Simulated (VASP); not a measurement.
# La (P6_3/mmc) in VASP: further runs, part 2 of 2

VASP 6.6.1.

### 3 Relaxation of cell and atoms, PBE, target pressure 4.4 GPa, at which the enthalpy is minimised

This run uses another cell than the first one, of 33.01 Å³/atom.

File INCAR:

```
PREC = Accurate
ENCUT = 600
EDIFF = 1E-7
ISMEAR = -1
SIGMA = 0.05
LREAL = F
LASPH = T
NELM = 100
ALGO = Normal
ISIF = 3
LWAVE = F
LCHARG = F
GGA = PE
IBRION = 2
NSW = 60
EDIFFG = -0.005
PSTRESS = 44.0
```

File KPOINTS:

```
regular mesh
0
Gamma
  12 12 7
```

File POSCAR:

```
La
1.0
    3.6101933922      0.0000000000      0.0000000000
   -1.8050966961      3.1265191903      0.0000000000
    0.0000000000      0.0000000000      5.8485132955
La
2
Direct
    0.3333333333      0.6666666667      0.2500000000
    0.6666666667      0.3333333333      0.7500000000
```

Potentials or basis: VASP PAW PBE potentials, release 64 (La).

Launch:

```bash
$ cat potpaw_PBE.64/La/POTCAR > POTCAR
$ mpirun -np 1 vasp_std > vasp.out
```

OUTCAR:

```text
PREC = Accurate
   ENCUT = 600
   EDIFF = 1E-7
   ISMEAR = -1
   LREAL = F
   LASPH = T
   NELM = 100
   ISIF = 3
   GGA = PE
   IBRION = 2
   NSW = 60
   EDIFFG = -0.005
   PSTRESS = 44.0

 ion  position               nearest neighbor table
   1  0.333  0.667  0.250-   2 3.59   2 3.59   2 3.59   2 3.59   2 3.59   2 3.59
   2  0.667  0.333  0.750-   1 3.59   1 3.59   1 3.59   1 3.59   1 3.59   1 3.59

  LATTYP: Found a hexagonal cell.
 ALAT       =     3.6101933922
 C/A-ratio  =     1.6200000000

  Lattice vectors:

 A1 = (   3.6101933922,   0.0000000000,   0.0000000000)
 A2 = (  -1.8050966961,   3.1265191903,   0.0000000000)
 A3 = (   0.0000000000,   0.0000000000,   5.8485132955)

Analysis of symmetry for initial positions (statically):
=====================================================================
 Subroutine PRICEL returns:
 Original cell was already a primitive cell.

 Routine SETGRP: Setting up the symmetry group for a
 hexagonal supercell.

 Subroutine GETGRP returns: Found 24 space group operations
 (whereof 12 operations were pure point group operations)
 out of a pool of 24 trial point group operations.

The static configuration has the point symmetry D_3d.
 The point group associated with its full space group is D_6h.

Analysis of symmetry for dynamics (positions and initial velocities):
=====================================================================
 Subroutine PRICEL returns:
 Original cell was already a primitive cell.

 Routine SETGRP: Setting up the symmetry group for a
 hexagonal supercell.

 Subroutine GETGRP returns: Found 24 space group operations
 (whereof 12 operations were pure point group operations)
 out of a pool of 24 trial point group operations.

The dynamic configuration has the point symmetry D_3d.
 The point group associated with its full space group is D_6h.

 Subroutine INISYM returns: Found 24 space group operations
 (whereof 12 operations are pure point group operations),
 and found     1 'primitive' translations

----------------------------------------------------------------------------------------

                                     Primitive cell

  volume of cell :      66.0142

  direct lattice vectors                    reciprocal lattice vectors
     3.610193392  0.000000000  0.000000000     0.276993471  0.159922255  0.000000000
    -1.805096696  3.126519190  0.000000000     0.000000000  0.319844511  0.000000000
     0.000000000  0.000000000  5.848513296     0.000000000  0.000000000  0.170983624

  length of vectors
     3.610193392  3.610193392  5.848513296     0.319844511  0.319844511  0.170983624

  position of ions in fractional coordinates (direct lattice)
     0.333333333  0.666666667  0.250000000
     0.666666667  0.333333333  0.750000000

  ion indices of the primitive-cell ions
   primitive index   ion index
                 1           1
                 2           2

----------------------------------------------------------------------------------------

 KPOINTS: regular mesh
[... 50 lines left out ...]
   k-points           NKPTS =     76   k-points in BZ     NKDIM =     76   number of bands    NBANDS=     15
   number of dos      NEDOS =    301   number of ions     NIONS =      2
   total plane-waves  NPLWV =  43200
   dimension x,y,z NGX =    30 NGY =   30 NGZ =   48
   dimension x,y,z NGXF=    60 NGYF=   60 NGZF=   96
   ions per type =               2
   NGX,Y,Z   is equivalent  to a cutoff of  13.81, 13.81, 13.64 a.u.
   NGXF,Y,Z  is equivalent  to a cutoff of  27.63, 27.63, 27.29 a.u.
 SYSTEM =  unknown system
   PREC   = accura    normal or accurate (medium, high low for compatibility)
   ISTART =      0    job   : 0-new  1-cont  2-samecut
   ICHARG =      2    charge: 1-file 2-atom 10-const
   ISPIN  =      1    spin polarized calculation?
   LNONCOLLINEAR =      F non collinear calculations
   LSORBIT =      F    spin-orbit coupling
   LASPH  =      T    aspherical Exc in radial PAW
   ENCUT  =  600.0 eV  44.10 Ry    6.64 a.u.   7.21  7.21 11.68*2*pi/ulx,y,z
   NELM   =    100;   NELMIN=  2; NELMDL= -5     # of ELM steps
   EDIFF  = 0.1E-06   stopping-criterion for ELM
   LREAL  =      F    real-space projection
   EDIFFG = -.5E-02   stopping-criterion for IOM
   NSW    =     60    number of steps for IOM
   IBRION =      2    ionic relax: 0-MD 1-quasi-New 2-CG
   NFREE  =      1    steps in history (QN), initial steepest desc. (CG)
   ISIF   =      3    stress and relaxation
   ISYM   =      2    0-nonsym 1-usesym 2-fastsym
   POTIM  = 0.5000    time-step for ionic-motion
   TEBEG  =    0.0;   TEEND  =   0.0 temperature during run
   PSTRESS=   44.0 pullay stress
   NELECT =      22.0000    total number of electrons
   NUPDOWN=      -1.0000    fix difference up-down
   EMIN   =  10.00;   EMAX   =-10.00  energy-range for DOS
   EFERMI =   0.00;   METHOD = LEGACY
   ISMEAR =    -1;   SIGMA  =   0.05  broadening in eV -4-tet -1-fermi 0-gaus
   EFERMI_NEDOS =   21; number of points for ismear=-14 and -15
   IALGO  =     38    algorithm
   IMIX   =      4    mixing-type and parameters
     AMIX     =   0.40;   BMIX     =  1.00
     AMIX_MAG =   1.60;   BMIX_MAG =  1.00
  volume/ion in A,a.u.               =      33.01       222.74
  Fermi-wavevector in a.u.,A,eV,Ry     =   1.135020  2.144876 17.527972  1.288270
  Thomas-Fermi vector in A             =   2.271724
   LORBIT       =      0    0 simple, 1 ext, 2 COOP (PROOUT), +10 PAW based schemes
   GGA     = PE    functional components
   LHFCALC =     F    Hartree Fock is set to
   AEXX    =    0.0000 exact exchange contribution
   IVDW    =     0    specifies the selected vdW correction
   LEPSILON=     F    determine dielectric tensor
   LRPA    =     F    only Hartree local field effects (RPA)
 conjugate gradient relaxation of ions
 non-spin polarized calculation
  energy-cutoff  :      600.00
  volume of cell :       66.01
 maximum number of plane-waves:      2223
 NGX is ok and might be reduce to    30
   NGX = 15   NGY = 15   NGZ = 23

--------------------------------------- Ionic step        1  -------------------------------------------

 number of electron      22.0000001 magnetization

 Free energy of the ion-electron system (eV)
  ---------------------------------------------------
  ext. energy  EPLUGINS =         0.00000000
  ---------------------------------------------------
  free energy    TOTEN  =        -9.62255316 eV

  energy without entropy =       -9.59423150  energy(sigma->0) =       -9.60839233

------------------------ aborting loop because EDIFF is reached ----------------------------------------

  FORCE on cell =-STRESS in cart. coord.  units (eV):
  Direction    XX          YY          ZZ          XY          YZ          ZX
  --------------------------------------------------------------------------------------
  -------------------------------------------------------------------------------------
  Total        1.5625489      1.5625489      1.7257874     -0.0000000      0.0000000      0.0000000
  in kB       37.9233910     37.9233910     41.8852239     -0.0000000      0.0000000      0.0000000
  external PRESSURE =      -4.7559980 kB  Pullay stress =      44.0000000 kB
[... 177 lines left out ...]
--------------------------------------- Ionic step        6  -------------------------------------------

 number of electron      21.9999999 magnetization

 Free energy of the ion-electron system (eV)
  ---------------------------------------------------
  ext. energy  EPLUGINS =         0.00000000
  ---------------------------------------------------
  free energy    TOTEN  =        -9.59540864 eV

  energy without entropy =       -9.56821380  energy(sigma->0) =       -9.58181122

 E-fermi :   9.2102     XC(G=0): -10.1207

 val. band max:        9.2022746465   @ k =   0.1667   0.0833   0.0000
 cond. band min:       9.2199328396   @ k =   0.0833   0.0833   0.4286
 fundamental gap:      0.0176581931
 Fermi energy:         9.2102054044

 k-point     1 :       0.0000    0.0000    0.0000
  band No.  band energies     occupation
      1     -23.4985      2.00000
      2     -23.1768      2.00000
      3      -8.1669      2.00000
      4      -6.4140      2.00000
      5      -6.4140      2.00000
      6      -6.1767      2.00000
      7      -6.1680      2.00000
      8      -6.1680      2.00000
      9       6.2202      2.00000
     10       7.3486      2.00000
     11      10.2917      0.00000
     12      10.6561      0.00000
     13      10.6561      0.00000
     14      10.9164      0.00000
[... 401 lines left out ...]
      2     -23.0859      2.00000
      3      -7.7867      2.00000
      4      -7.4841      2.00000
      5      -7.3427      2.00000
      6      -6.7548      2.00000
      7      -6.4509      2.00000
      8      -6.3835      2.00000
      9       7.5802      2.00000
     10       7.8877      2.00000
     11       8.8892      1.99675
     12       9.5758      0.00134
     13      10.6308      0.00000
     14      10.8123      0.00000
     15      10.9832      0.00000

 [... further k-points ...]
[... 5 lines left out ...]
  --------------------------------------------------------------------------------------
  -------------------------------------------------------------------------------------
  Total        1.7897069      1.7897069      1.7840471      0.0000000      0.0000000      0.0000000
  in kB       44.1568448     44.1568448     44.0172027      0.0000000      0.0000000      0.0000000
  external PRESSURE =       0.1102974 kB  Pullay stress =      44.0000000 kB
[... 21 lines left out ...]
  energy  without entropy=       -9.5682138029  energy(sigma->0) =       -9.58181122

  enthalpy is  TOTEN    =        -7.8120587935 eV   P V=        1.7833498494

 reached required accuracy - stopping structural energy minimisation
```

OSZICAR:

```text
N       E                     dE             d eps       ncg     rms          rms(c)
DAV:   1     0.255976380159E+03    0.25598E+03   -0.88425E+03  2280   0.230E+03
DAV:   2     0.320126227182E+02   -0.22396E+03   -0.22210E+03  3480   0.359E+02
[... 51 lines left out ...]
   5 F= -.78120562E+01 E0= -.77984469E+01  d E =-.502855E-03
       N       E                     dE             d eps       ncg     rms          rms(c)
DAV:   1    -0.959547215284E+01   -0.12667E-03   -0.48842E-03  3614   0.162E+00    0.367E-02
DAV:   2    -0.959542442427E+01    0.47729E-04   -0.16049E-04  3984   0.155E-01    0.191E-02
DAV:   3    -0.959540862853E+01    0.15796E-04   -0.86944E-05  4344   0.115E-01    0.474E-03
DAV:   4    -0.959540859332E+01    0.35207E-07   -0.34138E-06  3889   0.185E-02    0.296E-03
DAV:   5    -0.959540864292E+01   -0.49596E-07   -0.12943E-07  2641   0.456E-03
   6 F= -.78120588E+01 E0= -.77984614E+01  d E =-.505456E-03
```

It took 5.3 min on 1 thread of AMD EPYC 7R13 (Zen 3), shared host; peak memory 0.24 GiB.

Results:

```
Free energy                                                : -9.5954 eV
Relaxed volume                                             : 32.47 Å³/atom
Relaxed cell                                               : a = 3.573 Å, b = 3.573 Å, c = 5.874 Å, α = 90.00°, β = 90.00°, γ = 120.00°
Space group after relaxing (to 0.1 Å)                      : P6_3/mmc (No. 194)
Energy change on relaxing (the run minimises the enthalpy) : +13.6 meV/atom
Ionic steps                                                : 6
Pressure after relaxing                                    : 4.4 GPa
Band gap on the k mesh                                     : zero (bands 11 and 12 overlap by 1.53 eV)
```

Step by step:
```tsv
step	energy change (eV)	largest force (eV/Å)	pressure (GPa)	volume (Å³)
1	0.0000	0.0000	3.92	66.01
2	0.0237	0.0000	4.38	65.08
3	0.0284	0.0000	4.47	64.91
4	0.0278	0.0000	4.44	64.92
5	0.0272	0.0000	4.41	64.94
6	0.0271	0.0000	4.41	64.94
```

Final structure:
```xyz
2
Lattice="3.5729 0.0000 0.0000 -1.7865 3.0942 0.0000 0.0000 0.0000 5.8738" Properties=species:S:1:pos:R:3 pbc="T T T"
La    0.0000    2.0628    1.4685
La    1.7865    1.0314    4.4054
```

Levels at points of the mesh, in eV from the Fermi level:
| k point | band 8 | band 9 | band 10 | band 11 | band 12 | band 13 | band 14 | band 15 |
| --- | --- | --- | --- | --- | --- | --- | --- | --- |
| (0.00, 0.00, 0.00) | -15.38 | -2.99 | -1.86 | 1.08 | 1.45 | 1.45 | 1.71 | 1.80 |
| (0.50, 0.00, 0.00) | -15.64 | -1.92 | -1.40 | -1.17 | 1.38 | 1.50 | 1.59 | 1.64 |

Caveat: the cell is relaxed towards a set pressure, so the run minimises the enthalpy, not the energy; spin-orbit coupling is left out, which moves the levels of the heavy elements.
